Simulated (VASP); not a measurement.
# AlN (F-43m) in VASP: a series of runs

The runs below take AlN through single point, with PBE.

Everything below comes from runs of VASP 6.6.1. Logs are shortened: lines on timing, memory, paths and dates and some standing lists are left out, and cuts for length are marked.

## 1. The cell of the first run

It takes space group F-43m (No. 216, cubic). Conventional cell: a = 4.248 Å, b = 4.248 Å, c = 4.248 Å, α = 90.00°, β = 90.00°, γ = 90.00°. Al (site symmetry -43m) has 4 N at 1.84 Å within 2.4 Å. N (site symmetry -43m) has 4 Al at 1.84 Å within 2.4 Å.

## 2. Single point, PBE

INCAR

```
SYSTEM = AlN
ALGO = Normal
EDIFF = 1E-6
ENCUT = 520
GGA = PE
ISIF = 2
ISMEAR = 0
LASPH = .TRUE.
LCHARG = .FALSE.
LREAL = .FALSE.
LWAVE = .FALSE.
NBANDS = 11
NELM = 60
PREC = Accurate
SIGMA = 0.01
```

KPOINTS

```
k-points
0
G
  7 7 7
  0 0 0
```

POSCAR

```
AlN
1.0
    0.0000000000      2.1241277330      2.1241277330
    2.1241277330      0.0000000000      2.1241277330
    2.1241277330      2.1241277330      0.0000000000
Al N
1 1
Direct
    0.0000000000      0.0000000000      0.0000000000
    0.7500000000      0.7500000000      0.7500000000
```

Potentials or basis: VASP PAW PBE potentials, release 64 (Al, N).

Launch:

```
cat potpaw_PBE.64/Al/POTCAR potpaw_PBE.64/N/POTCAR > POTCAR
mpirun -np 1 vasp_std > vasp.out
```

OUTCAR:

```text
SYSTEM = AlN
   EDIFF = 1E-6
   ENCUT = 520
   GGA = PE
   ISIF = 2
   ISMEAR = 0
   LASPH = .TRUE.
   LREAL = .FALSE.
   NELM = 60
   PREC = Accurate

 ion  position               nearest neighbor table
   1  0.000  0.000  0.000-   2 1.84   2 1.84   2 1.84   2 1.84
   2  0.750  0.750  0.750-   1 1.84   1 1.84   1 1.84   1 1.84

  LATTYP: Found a face centered cubic cell.
 ALAT       =     4.2482554660

  Lattice vectors:

 A1 = (   0.0000000000,   2.1241277330,   2.1241277330)
 A2 = (   2.1241277330,   0.0000000000,   2.1241277330)
 A3 = (   2.1241277330,   2.1241277330,   0.0000000000)

Analysis of symmetry for initial positions (statically):
=====================================================================
 Subroutine PRICEL returns:
 Original cell was already a primitive cell.

 Routine SETGRP: Setting up the symmetry group for a
 face centered cubic supercell.

 Subroutine GETGRP returns: Found 24 space group operations
 (whereof 24 operations were pure point group operations)
 out of a pool of 48 trial point group operations.

The static configuration has the point symmetry T_d .

Analysis of symmetry for dynamics (positions and initial velocities):
=====================================================================
 Subroutine PRICEL returns:
 Original cell was already a primitive cell.

 Routine SETGRP: Setting up the symmetry group for a
 face centered cubic supercell.

 Subroutine GETGRP returns: Found 24 space group operations
 (whereof 24 operations were pure point group operations)
 out of a pool of 48 trial point group operations.

The dynamic configuration has the point symmetry T_d .

 Subroutine INISYM returns: Found 24 space group operations
 (whereof 24 operations are pure point group operations),
 and found     1 'primitive' translations

----------------------------------------------------------------------------------------

                                     Primitive cell

  volume of cell :      19.1678

  direct lattice vectors                    reciprocal lattice vectors
     0.000000000  2.124127733  2.124127733    -0.235390741  0.235390741  0.235390741
     2.124127733  0.000000000  2.124127733     0.235390741 -0.235390741  0.235390741
     2.124127733  2.124127733  0.000000000     0.235390741  0.235390741 -0.235390741

  length of vectors
     3.003970248  3.003970248  3.003970248     0.407708722  0.407708722  0.407708722

[... 82 lines left out ...]
   ISYM   =      2    0-nonsym 1-usesym 2-fastsym
   POTIM  = 0.5000    time-step for ionic-motion
   TEBEG  =    0.0;   TEEND  =   0.0 temperature during run
   PSTRESS=    0.0 pullay stress
   NELECT =       8.0000    total number of electrons
   NUPDOWN=      -1.0000    fix difference up-down
   EMIN   =  10.00;   EMAX   =-10.00  energy-range for DOS
   EFERMI =   0.00;   METHOD = LEGACY
   ISMEAR =     0;   SIGMA  =   0.01  broadening in eV -4-tet -1-fermi 0-gaus
   EFERMI_NEDOS =   21; number of points for ismear=-14 and -15
   IALGO  =     38    algorithm
   IMIX   =      4    mixing-type and parameters
     AMIX     =   0.40;   BMIX     =  1.00
     AMIX_MAG =   1.60;   BMIX_MAG =  1.00
  volume/ion in A,a.u.               =       9.58        64.68
  Fermi-wavevector in a.u.,A,eV,Ry     =   1.223435  2.311957 20.365105  1.496793
  Thomas-Fermi vector in A             =   2.358546
   LORBIT       =      0    0 simple, 1 ext, 2 COOP (PROOUT), +10 PAW based schemes
   GGA     = PE    functional components
   LHFCALC =     F    Hartree Fock is set to
   AEXX    =    0.0000 exact exchange contribution
   IVDW    =     0    specifies the selected vdW correction
   LEPSILON=     F    determine dielectric tensor
   LRPA    =     F    only Hartree local field effects (RPA)
 non-spin polarized calculation
 Gauss-broadening in eV      SIGMA  =   0.01
  energy-cutoff  :      520.00
  volume of cell :       19.17
 maximum number of plane-waves:       531
 NGX is ok and might be reduce to    24
   NGX = 11   NGY = 11   NGZ = 11

 number of electron       7.9999999 magnetization

 Free energy of the ion-electron system (eV)
  ---------------------------------------------------
  ext. energy  EPLUGINS =         0.00000000
  ---------------------------------------------------
  free energy    TOTEN  =       -14.69039944 eV

  energy without entropy =      -14.69039944  energy(sigma->0) =      -14.69039944

 E-fermi :   6.8274     XC(G=0): -11.3028

 val. band max:        6.7850685615   @ k =   0.0000   0.0000   0.0000
 cond. band min:      10.4688985204   @ k =   0.4286   0.4286   0.0000
 fundamental gap:      3.6838299589
 Fermi energy:         6.8274237952

 k-point     1 :       0.0000    0.0000    0.0000
  band No.  band energies     occupation
      1      -8.6949      2.00000
      2       6.7851      2.00000
      3       6.7851      2.00000
      4       6.7851      2.00000
      5      11.7407      0.00000
      6      20.1942      0.00000
      7      20.1942      0.00000
      8      20.1942      0.00000
      9      25.1539      0.00000
     10      25.1539      0.00000
     11      26.7302      0.00000
[... 253 lines left out ...]
 k-point    20 :      -0.2857    0.4286    0.1429
  band No.  band energies     occupation
      1      -5.6747      2.00000
      2       2.6797      2.00000
      3       2.8188      2.00000
      4       4.6871      2.00000
      5      12.9709      0.00000
      6      18.0684      0.00000
      7      20.0182      0.00000
      8      20.6530      0.00000
      9      24.6828      0.00000
     10      26.5914      0.00000
     11      33.3805      0.00000

------------------------ aborting loop because EDIFF is reached ----------------------------------------

  FORCE on cell =-STRESS in cart. coord.  units (eV):
  Direction    XX          YY          ZZ          XY          YZ          ZX
  --------------------------------------------------------------------------------------
  -------------------------------------------------------------------------------------
  Total        3.0279781      3.0279781      3.0279781      0.0000000      0.0000000      0.0000000
  in kB      253.0995787    253.0995787    253.0995787      0.0000000      0.0000000      0.0000000
  external PRESSURE =     253.0995787 kB  Pullay stress =       0.0000000 kB

 VOLUME and BASIS-vectors are now :
 -----------------------------------------------------------------------------
  energy-cutoff  :      520.00
  volume of cell :       19.17
      direct lattice vectors                 reciprocal lattice vectors
     0.000000000  2.124127733  2.124127733    -0.235390741  0.235390741  0.235390741
     2.124127733  0.000000000  2.124127733     0.235390741 -0.235390741  0.235390741
     2.124127733  2.124127733  0.000000000     0.235390741  0.235390741 -0.235390741

 POSITION                                       TOTAL-FORCE (eV/Angst)
 -----------------------------------------------------------------------------------
      0.00000      0.00000      0.00000         0.000000      0.000000      0.000000
      3.18619      3.18619      3.18619        -0.000000     -0.000000     -0.000000
 -----------------------------------------------------------------------------------
    total drift:                               -0.000000     -0.000000     -0.000000

  FREE ENERGIE OF THE ION-ELECTRON SYSTEM (eV)
  ---------------------------------------------------
  free  energy   TOTEN  =       -14.6903994435 eV

  energy  without entropy=      -14.6903994435  energy(sigma->0) =      -14.69039944
```

Run time: 2.1 s. Hardware: 1 thread of Intel Xeon 6975P-C (Granite Rapids), shared host; peak memory 0.13 GiB.

Results:

```yaml
Free_energy: -14.6904 eV
Pressure: 25.3 GPa
Band_gap_on_the_k_mesh: 3.68 eV, indirect (least direct gap 4.96 eV)
```

## 3. Single point, PBE

This run uses another cell than the first one, of 10.00 Å³/atom, 1.043 times its volume.

INCAR

```
SYSTEM = AlN
  PREC = Accurate
  ENCUT = 520
  EDIFF = 1E-6
  ISMEAR = 0
  SIGMA = 0.01
  LREAL = .FALSE.
  LASPH = .TRUE.
  NELM = 60
  ALGO = Normal
  ISIF = 2
  LWAVE = .FALSE.
  LCHARG = .FALSE.
  GGA = PE
  NBANDS = 11
```

KPOINTS

```
regular mesh
0
G
  7 7 7
  0 0 0
```

POSCAR

```
AlN
1.0
    0.0000000000      2.1544765152      2.1544765152
    2.1544765152      0.0000000000      2.1544765152
    2.1544765152      2.1544765152      0.0000000000
Al N
1 1
Direct
    0.0000000000      0.0000000000      0.0000000000
    0.7500000000      0.7500000000      0.7500000000
```

Potentials or basis: VASP PAW PBE potentials, release 64 (Al, N).

Launch:

```
cat potpaw_PBE.64/Al/POTCAR potpaw_PBE.64/N/POTCAR > POTCAR
mpirun -np 1 vasp_std > vasp.out
```

Wall time 2 s (1 thread of Intel Xeon 6975P-C (Granite Rapids), shared host); peak memory 0.12 GiB.

The run converged. Its results:

```yaml
Free_energy: -14.7921 eV
Pressure: 13.9 GPa
Band_gap_on_the_k_mesh: 3.65 eV, indirect (least direct gap 4.56 eV)
```

Levels at points of the mesh, in eV from the valence-band top:
```csv
k point,band 1,band 2,band 3,band 4,band 5,band 6,band 7,band 8
"(0.00, 0.00, 0.00)",-15.22,0.00,0.00,0.00,4.56,12.97,12.97,12.97
```

A k mesh can miss the band edges.

## 4. Single point, PBE

This run uses another cell than the first one, of 10.42 Å³/atom, 1.087 times its volume.

INCAR

```
PREC     = Accurate       # precision mode
ENCUT    = 520            # plane-wave cutoff, eV
EDIFF    = 1E-7           # SCF threshold, eV
ISMEAR   = 0              # smearing method
SIGMA    = 0.01           # smearing width, eV
LREAL    = False          # projectors in reciprocal space
LASPH    = True           # aspherical terms in the spheres
NELM     = 60             # most SCF steps
ALGO     = Normal         # electronic algorithm
ISIF     = 2              # what is computed and relaxed
LWAVE    = False          # write WAVECAR
LCHARG   = False          # write CHGCAR
GGA      = PE             # functional
NBANDS   = 11             # bands
```

KPOINTS

```
regular mesh
0
Gamma
  7 7 7
```

POSCAR

```
AlN
1.0
    0.0000000000      2.1839935600      2.1839935600
    2.1839935600      0.0000000000      2.1839935600
    2.1839935600      2.1839935600      0.0000000000
Al N
1 1
Direct
    0.0000000000      0.0000000000      0.0000000000
    0.7500000000      0.7500000000      0.7500000000
```

Potentials or basis: VASP PAW PBE potentials, release 64 (Al, N).

Launch:

```
cat potpaw_PBE.64/Al/POTCAR potpaw_PBE.64/N/POTCAR > POTCAR
mpirun -np 1 vasp_std > vasp.out
```

OUTCAR:

```text
PREC = Accurate
   ENCUT = 520
   EDIFF = 1E-7
   ISMEAR = 0
   LREAL = False
   LASPH = True
   NELM = 60
   ISIF = 2
   GGA = PE

 ion  position               nearest neighbor table
   1  0.000  0.000  0.000-   2 1.89   2 1.89   2 1.89   2 1.89
   2  0.750  0.750  0.750-   1 1.89   1 1.89   1 1.89   1 1.89

  LATTYP: Found a face centered cubic cell.
 ALAT       =     4.3679871200

  Lattice vectors:

 A1 = (   0.0000000000,   2.1839935600,   2.1839935600)
[... 458 lines left out ...]

------------------------ aborting loop because EDIFF is reached ----------------------------------------

  FORCE on cell =-STRESS in cart. coord.  units (eV):
  Direction    XX          YY          ZZ          XY          YZ          ZX
  --------------------------------------------------------------------------------------
  -------------------------------------------------------------------------------------
  Total        0.5962852      0.5962852      0.5962852      0.0000000      0.0000000     -0.0000000
  in kB       45.8543484     45.8543484     45.8543484      0.0000000      0.0000000     -0.0000000
  external PRESSURE =      45.8543484 kB  Pullay stress =       0.0000000 kB

 VOLUME and BASIS-vectors are now :
 -----------------------------------------------------------------------------
  energy-cutoff  :      520.00
  volume of cell :       20.83
      direct lattice vectors                 reciprocal lattice vectors
     0.000000000  2.183993560  2.183993560    -0.228938404  0.228938404  0.228938404
     2.183993560  0.000000000  2.183993560     0.228938404 -0.228938404  0.228938404
     2.183993560  2.183993560  0.000000000     0.228938404  0.228938404 -0.228938404

 POSITION                                       TOTAL-FORCE (eV/Angst)
 -----------------------------------------------------------------------------------
      0.00000      0.00000      0.00000         0.000000      0.000000      0.000000
      3.27599      3.27599      3.27599        -0.000000     -0.000000     -0.000000
 -----------------------------------------------------------------------------------
    total drift:                               -0.000000     -0.000000     -0.000000

  FREE ENERGIE OF THE ION-ELECTRON SYSTEM (eV)
  ---------------------------------------------------
  free  energy   TOTEN  =       -14.8399965758 eV

  energy  without entropy=      -14.8399965758  energy(sigma->0) =      -14.83999658
```

Wall time 2.2 s (1 thread of Intel Xeon 6975P-C (Granite Rapids), shared host); peak memory 0.13 GiB.

What came out:

| Item | Value |
| --- | --- |
| Free energy | -14.8400 eV |
| Pressure | 4.6 GPa |
| Band gap on the k mesh | 3.62 eV, indirect (least direct gap 4.20 eV) |

Levels at points of the mesh, in eV from the valence-band top:
| k point | band 1 | band 2 | band 3 | band 4 | band 5 | band 6 | band 7 | band 8 | band 9 |
| --- | --- | --- | --- | --- | --- | --- | --- | --- | --- |
| (0.00, 0.00, 0.00) | -14.98 | 0.00 | 0.00 | 0.00 | 4.20 | 12.56 | 12.56 | 12.56 | 17.69 |

## 5. Summary

```csv
cell,gap on the mesh (eV),pressure (GPa)
"a = 3.004 Å, angles 60.0°, 2 atoms",3.68,25.3
"a = 3.047 Å, angles 60.0°, 2 atoms",3.65,13.9
"a = 3.089 Å, angles 60.0°, 2 atoms",3.62,4.6
```

Alike in all rows: task single point; level PBE; potentials or basis VASP PAW PBE potentials, release 64 (Al, N); no spin polarisation; k mesh 7 × 7 × 7; cutoff (eV) 520; smearing gaussian 0.01 eV.

Absolute energies hang on the potentials; compare differences alone.
